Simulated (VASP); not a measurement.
# Si6N in VASP: single point with PBE

Aim: the single point of Si6N with PBE.

All numbers are computed with VASP 6.6.1; they aren't measurements. Logs are shortened: lines on timing, memory, paths and dates and some standing lists are left out, and cuts for length are marked.

### Step 1. The cell of the first run

The cell holds a slab with vacuum, 7 atoms: a = 3.851 Å, b = 3.851 Å, c = 22.533 Å, α = 90.00°, β = 90.00°, γ = 120.00°.

### Step 2. Single point, PBE, collinear spin, ferromagnetic start

Input file INCAR:

```
SYSTEM = Si6N
PREC = Accurate ; ENCUT = 520
EDIFF = 1E-6 ; ISMEAR = 0
SIGMA = 0.05 ; LREAL = .False.
LASPH = .True. ; NELM = 150
ALGO = Normal ; ISIF = 2
LWAVE = .False. ; LCHARG = .True.
ISPIN = 2 ; MAGMOM = 0 0 0 0 0 0 3
LORBIT = 11 ; LDIPOL = .True.
IDIPOL = 3 ; DIPOL = 0.5 0.5 0.350
GGA = PE ; LELF = .True.
LVHAR = .True. ; LVACPOTAV = .True.
NBANDS = 28
```

Input file KPOINTS:

```
Automatic mesh
0
Gamma
  9 9 1
  0 0 0
```

Input file POSCAR:

```
Si6N
1.0
    3.8512806261      0.0000000000      0.0000000000
   -1.9256403131      3.3353068593      0.0000000000
    0.0000000000      0.0000000000     22.5327139716
Si N
6 1
Direct
    0.6666666667      0.3333333333      0.1775196723
    0.3333333333      0.6666666667      0.2130730340
    0.3333333333      0.6666666667      0.3187592658
    0.6666666667      0.3333333333      0.3526875901
    0.6666666667      0.3333333333      0.4598337302
    0.3333333333      0.6666666667      0.4896309422
    1.0000000000      1.0000000000      0.4413428794
```

Potentials or basis: VASP PAW PBE potentials, release 64 (Si, N).

Launch:

```
cat potpaw_PBE.64/Si/POTCAR potpaw_PBE.64/N/POTCAR > POTCAR
mpirun -np 1 vasp_std > vasp.out
```

OUTCAR:

```text
SYSTEM = Si6N
   PREC = Accurate
   ENCUT = 520
   EDIFF = 1E-6
   ISMEAR = 0
   LREAL = .False.
   LASPH = .True.
   NELM = 150
   ISIF = 2
   ISPIN = 2
   LORBIT = 11
   GGA = PE

 ion  position               nearest neighbor table
   1  0.667  0.333  0.178-   2 2.36   2 2.36   2 2.36
   2  0.333  0.667  0.213-   1 2.36   1 2.36   1 2.36   3 2.38
   3  0.333  0.667  0.319-   4 2.35   4 2.35   4 2.35   2 2.38
   4  0.667  0.333  0.353-   3 2.35   3 2.35   3 2.35   5 2.41
   5  0.667  0.333  0.460-   7 2.26   7 2.26   7 2.26   6 2.32   6 2.32   6 2.32   4 2.41
   6  0.333  0.667  0.490-   5 2.32   5 2.32   5 2.32
   7  0.000  0.000  0.441-   5 2.26   5 2.26   5 2.26

  LATTYP: Found a hexagonal cell.
 ALAT       =     3.8512806261
 C/A-ratio  =     5.8507068581

  Lattice vectors:

 A1 = (   3.8512806261,   0.0000000000,   0.0000000000)
 A2 = (  -1.9256403131,   3.3353068593,   0.0000000000)
 A3 = (   0.0000000000,   0.0000000000,  22.5327139716)

Analysis of symmetry for initial positions (statically):
=====================================================================
 Subroutine PRICEL returns:
 Original cell was already a primitive cell.

 Routine SETGRP: Setting up the symmetry group for a
 hexagonal supercell.

 Subroutine GETGRP returns: Found  6 space group operations
 (whereof  6 operations were pure point group operations)
 out of a pool of 24 trial point group operations.

The static configuration has the point symmetry C_3v.

Analysis of symmetry for dynamics (positions and initial velocities):
=====================================================================
 Subroutine PRICEL returns:
 Original cell was already a primitive cell.

 Routine SETGRP: Setting up the symmetry group for a
 hexagonal supercell.

 Subroutine GETGRP returns: Found  6 space group operations
 (whereof  6 operations were pure point group operations)
 out of a pool of 24 trial point group operations.

The dynamic configuration has the point symmetry C_3v.

Analysis of structural, dynamic, and magnetic symmetry:
=====================================================================
 Subroutine PRICEL returns:
 Original cell was already a primitive cell.

 Routine SETGRP: Setting up the symmetry group for a
 hexagonal supercell.

 Subroutine GETGRP returns: Found  6 space group operations
 (whereof  6 operations were pure point group operations)
 out of a pool of 24 trial point group operations.

The overall configuration has the point symmetry C_3v.

 Subroutine INISYM returns: Found  6 space group operations
 (whereof  6 operations are pure point group operations),
 and found     1 'primitive' translations

----------------------------------------------------------------------------------------

                                     Primitive cell

  volume of cell :     289.4373

  direct lattice vectors                    reciprocal lattice vectors
     3.851280626  0.000000000  0.000000000     0.259653891  0.149911244  0.000000000
    -1.925640313  3.335306859  0.000000000     0.000000000  0.299822488  0.000000000
     0.000000000  0.000000000 22.532713972     0.000000000  0.000000000  0.044379918

  length of vectors
     3.851280626  3.851280626 22.532713972     0.299822488  0.299822488  0.044379918

  position of ions in fractional coordinates (direct lattice)
     0.666666667  0.333333333  0.177519672
     0.333333333  0.666666667  0.213073034
     0.333333333  0.666666667  0.318759266
     0.666666667  0.333333333  0.352687590
     0.666666667  0.333333333  0.459833730
     0.333333333  0.666666667  0.489630942
     0.000000000  0.000000000  0.441342879

  ion indices of the primitive-cell ions
   primitive index   ion index
                 1           1
                 2           2
                 3           3
                 4           4
                 5           5
                 6           6
                 7           7

----------------------------------------------------------------------------------------

 KPOINTS: Automatic mesh

Automatic generation of k-mesh.
 Grid dimensions read from file:
 generate k-points for:    9    9    1

 Generating k-lattice:

  Cartesian coordinates                     Fractional coordinates (reciprocal lattice)
     0.028850432  0.016656805  0.000000000     0.111111111  0.000000000  0.000000000
     0.000000000  0.033313610  0.000000000     0.000000000  0.111111111  0.000000000
     0.000000000  0.000000000  0.044379918     0.000000000  0.000000000  1.000000000

  Length of vectors
     0.033313610  0.033313610  0.044379918

  Shift w.r.t. Gamma in fractional coordinates (k-lattice)
     0.000000000  0.000000000  0.000000000

 Subroutine IBZKPT returns following result:
 ===========================================

 Found     12 irreducible k-points:

 Following reciprocal coordinates:
            Coordinates               Weight
  0.000000  0.000000  0.000000      1.000000
  0.111111  0.000000  0.000000      6.000000
  0.222222  0.000000  0.000000      6.000000
  0.333333  0.000000  0.000000      6.000000
  0.444444  0.000000  0.000000      6.000000
  0.111111  0.111111  0.000000      6.000000
  0.222222  0.111111  0.000000     12.000000
  0.333333  0.111111  0.000000     12.000000
  0.444444  0.111111  0.000000      6.000000
  0.222222  0.222222  0.000000      6.000000
  0.333333  0.222222  0.000000     12.000000
  0.333333  0.333333  0.000000      2.000000
   k-points           NKPTS =     12   k-points in BZ     NKDIM =     12   number of bands    NBANDS=     28
   number of dos      NEDOS =    301   number of ions     NIONS =      7
   total plane-waves  NPLWV = 151200
   dimension x,y,z NGX =    30 NGY =   30 NGZ =  168
   dimension x,y,z NGXF=    60 NGYF=   60 NGZF=  336
   ions per type =               6   1
   NGX,Y,Z   is equivalent  to a cutoff of  12.95, 12.95, 12.40 a.u.
   NGXF,Y,Z  is equivalent  to a cutoff of  25.90, 25.90, 24.79 a.u.
 SYSTEM =  Si6N
   PREC   = accura    normal or accurate (medium, high low for compatibility)
   ISTART =      0    job   : 0-new  1-cont  2-samecut
   ICHARG =      2    charge: 1-file 2-atom 10-const
   ISPIN  =      2    spin polarized calculation?
   LNONCOLLINEAR =      F non collinear calculations
   LSORBIT =      F    spin-orbit coupling
   LASPH  =      T    aspherical Exc in radial PAW
   ENCUT  =  520.0 eV  38.22 Ry    6.18 a.u.   7.16  7.16 41.90*2*pi/ulx,y,z
   NELM   =    150;   NELMIN=  2; NELMDL= -5     # of ELM steps
   EDIFF  = 0.1E-05   stopping-criterion for ELM
   LREAL  =      F    real-space projection
[... 7 lines left out ...]
   TEBEG  =    0.0;   TEEND  =   0.0 temperature during run
   PSTRESS=    0.0 pullay stress
   NELECT =      29.0000    total number of electrons
   NUPDOWN=      -1.0000    fix difference up-down
   EMIN   =  10.00;   EMAX   =-10.00  energy-range for DOS
   EFERMI =   0.00;   METHOD = LEGACY
   ISMEAR =     0;   SIGMA  =   0.05  broadening in eV -4-tet -1-fermi 0-gaus
   EFERMI_NEDOS =   21; number of points for ismear=-14 and -15
   IALGO  =     38    algorithm
   IMIX   =      4    mixing-type and parameters
     AMIX     =   0.40;   BMIX     =  1.00
     AMIX_MAG =   1.60;   BMIX_MAG =  1.00
  volume/ion in A,a.u.               =      41.35       279.03
  Fermi-wavevector in a.u.,A,eV,Ry     =   0.760366  1.436883  7.866296  0.578156
  Thomas-Fermi vector in A             =   1.859367
   LORBIT       =     11    0 simple, 1 ext, 2 COOP (PROOUT), +10 PAW based schemes
   GGA     = PE    functional components
   LHFCALC =     F    Hartree Fock is set to
   AEXX    =    0.0000 exact exchange contribution
   IVDW    =     0    specifies the selected vdW correction
   LEPSILON=     F    determine dielectric tensor
   LRPA    =     F    only Hartree local field effects (RPA)
 spin polarized calculation
 Gauss-broadening in eV      SIGMA  =   0.05
  energy-cutoff  :      520.00
  volume of cell :      289.44
 maximum number of plane-waves:      7845
 NGX is ok and might be reduce to    30
   NGX = 15   NGY = 15   NGZ = 83

 dipolmoment           0.000000      0.000000     -0.000182 electrons x Angstroem

 number of electron      29.0000001 magnetization       0.8836497

 dipolmoment           0.000000      0.000000      0.000158 electrons x Angstroem

 Free energy of the ion-electron system (eV)
  ---------------------------------------------------
  ext. energy  EPLUGINS =         0.00000000
  ---------------------------------------------------
  free energy    TOTEN  =       -35.39291166 eV

  energy without entropy =      -35.39043222  energy(sigma->0) =      -35.39167194

 E-fermi :  -0.2413     XC(G=0):  -4.7457

 val. band max:       -0.2685546364   @ k =   0.1111   0.1111   0.0000
 cond. band min:      -0.2021187332   @ k =   0.2222   0.0000   0.0000
 fundamental gap:      0.0664359031
 Fermi energy:        -0.2412508285

 spin component 1

 k-point     1 :       0.0000    0.0000    0.0000
  band No.  band energies     occupation
      1     -15.5022      1.00000
      2     -11.4233      1.00000
      3     -10.2530      1.00000
      4      -8.1917      1.00000
      5      -5.9596      1.00000
      6      -3.7524      1.00000
[... 18 lines left out ...]
     25       4.0214      0.00000
     26       4.2367      0.00000

 k-point     2 :       0.1111    0.0000    0.0000
  band No.  band energies     occupation
      1     -15.3954      1.00000
      2     -11.2839      1.00000
      3     -10.1126      1.00000
      4      -8.3266      1.00000
      5      -6.0570      1.00000
      6      -4.3462      1.00000
[... 18 lines left out ...]
     25       4.3879      0.00000
[... 260 lines left out ...]
     25       6.2626      0.00000
     26       6.3436      0.00000

 k-point    12 :       0.3333    0.3333    0.0000
  band No.  band energies     occupation
      1     -14.0803      1.00000
      2      -9.7072      1.00000
      3      -9.1178      1.00000
      4      -8.5758      1.00000
      5      -7.7060      1.00000
      6      -7.0436      1.00000
[... 18 lines left out ...]
     25       6.4216      0.00000
     26       6.5403      0.00000
 Fermi energy:        -0.2412508285

 spin component 2

 k-point     1 :       0.0000    0.0000    0.0000
  band No.  band energies     occupation
      1     -15.4620      1.00000
      2     -11.2818      1.00000
      3     -10.1129      1.00000
      4      -8.1611      1.00000
      5      -5.7688      1.00000
      6      -3.7349      1.00000
[... 18 lines left out ...]
     25       4.1920      0.00000
     26       4.3944      0.00000

 k-point     2 :       0.1111    0.0000    0.0000
  band No.  band energies     occupation
      1     -15.3547      1.00000
      2     -11.1425      1.00000
      3      -9.9715      1.00000
      4      -8.2976      1.00000
      5      -5.8971      1.00000
      6      -4.1992      1.00000
[... 18 lines left out ...]
     25       4.4958      0.00000
[... 260 lines left out ...]
     25       6.4387      0.00000
     26       6.5005      0.00000

 k-point    12 :       0.3333    0.3333    0.0000
  band No.  band energies     occupation
      1     -14.0285      1.00000
      2      -9.6866      1.00000
      3      -9.0872      1.00000
      4      -8.4678      1.00000
      5      -7.4377      1.00000
      6      -6.8683      1.00000
[... 18 lines left out ...]
     25       6.6899      0.00000
     26       6.6965      0.00000
 [bands above 26 left out]

------------------------ aborting loop because EDIFF is reached ----------------------------------------

  FORCE on cell =-STRESS in cart. coord.  units (eV):
  Direction    XX          YY          ZZ          XY          YZ          ZX
  --------------------------------------------------------------------------------------
  -------------------------------------------------------------------------------------
  Total       -0.3660721     -0.3660721      1.0015072      0.0000000     -0.0000000      0.0000000
  in kB       -2.0263889     -2.0263889      5.5438335      0.0000000     -0.0000000      0.0000000
  external PRESSURE =       0.4970186 kB  Pullay stress =       0.0000000 kB

 VOLUME and BASIS-vectors are now :
 -----------------------------------------------------------------------------
  energy-cutoff  :      520.00
  volume of cell :      289.44
      direct lattice vectors                 reciprocal lattice vectors
     3.851280626  0.000000000  0.000000000     0.259653891  0.149911244  0.000000000
    -1.925640313  3.335306859  0.000000000     0.000000000  0.299822488  0.000000000
     0.000000000  0.000000000 22.532713972     0.000000000  0.000000000  0.044379918

 POSITION                                       TOTAL-FORCE (eV/Angst)
 -----------------------------------------------------------------------------------
      1.92564      1.11177      4.00000        -0.000000     -0.000000      0.434816
     -0.00000      2.22354      4.80111        -0.000000      0.000000     -0.561481
     -0.00000      2.22354      7.18251         0.000000     -0.000000      0.008341
      1.92564      1.11177      7.94701         0.000000      0.000000      0.006216
      1.92564      1.11177     10.36130        -0.000000      0.000000     -0.961070
     -0.00000      2.22354     11.03271        -0.000000      0.000000      1.065241
      0.00000      0.00000      9.94465        -0.000000      0.000000      0.007937
 -----------------------------------------------------------------------------------
    total drift:                                0.000000      0.000000      0.000163

  FREE ENERGIE OF THE ION-ELECTRON SYSTEM (eV)
  ---------------------------------------------------
  free  energy   TOTEN  =       -35.3929116612 eV

  energy  without entropy=      -35.3904322173  energy(sigma->0) =      -35.39167194

 vacuum level on the upper side and lower side of the slab         4.556         4.555

 total charge

# of ion       s       p       d       tot
------------------------------------------
    1        0.795   0.844   0.000   1.639
    2        0.756   0.910   0.000   1.667
    3        0.765   0.919   0.000   1.685
    4        0.776   0.880   0.000   1.657
    5        0.778   0.820   0.000   1.599
    6        0.885   0.718   0.000   1.604
    7        1.340   2.127   0.000   3.467
--------------------------------------------------
tot          6.096   7.220   0.000  13.316

 magnetization (x)

# of ion       s       p       d       tot
------------------------------------------
    1        0.033   0.174   0.000   0.208
    2        0.002   0.016   0.000   0.018
    3        0.006   0.038   0.000   0.044
    4        0.004   0.011   0.000   0.014
    5        0.001   0.004   0.000   0.006
    6        0.001   0.005   0.000   0.006
    7        0.001   0.028   0.000   0.029
--------------------------------------------------
tot          0.048   0.277   0.000   0.326
```

Wall time 9.3 min (1 thread of Intel Xeon Platinum 8488C (Sapphire Rapids), shared host); peak memory 0.58 GiB.

What came out:

- Free energy: -35.3929 eV
- Largest force: 1.065 eV/Å
- Net moment: 0.88 μB per cell
- Site moments: Si +0.21, +0.02, +0.04, +0.01; N +0.03 μB
- Valence electrons inside the program's atomic spheres: Si 1.64, 1.67, 1.69, 1.66, 1.60; N 3.47

Forces on the atoms (eV/Å):
```
Si   0.000  0.000  0.435
Si   0.000  0.000 -0.561
Si   0.000  0.000  0.008
Si   0.000  0.000  0.006
Si   0.000  0.000 -0.961
Si   0.000  0.000  1.065
N    0.000  0.000  0.008
```

Levels at points of the mesh, in eV from the Fermi level:
Spin up:
```
           k point  band 11  band 12  band 13  band 14  band 15  band 16  band 17  band 18  band 19  band 20
(0.00, 0.00, 0.00)    -0.81    -0.67    -0.67    -0.21     0.09     0.09     1.00     1.76     2.61     3.03
```
Spin down:
```csv
k point,band 11,band 12,band 13,band 14,band 15,band 16,band 17,band 18
"(0.00, 0.00, 0.00)",-0.63,-0.56,-0.56,0.19,0.19,0.27,1.17,1.94
```
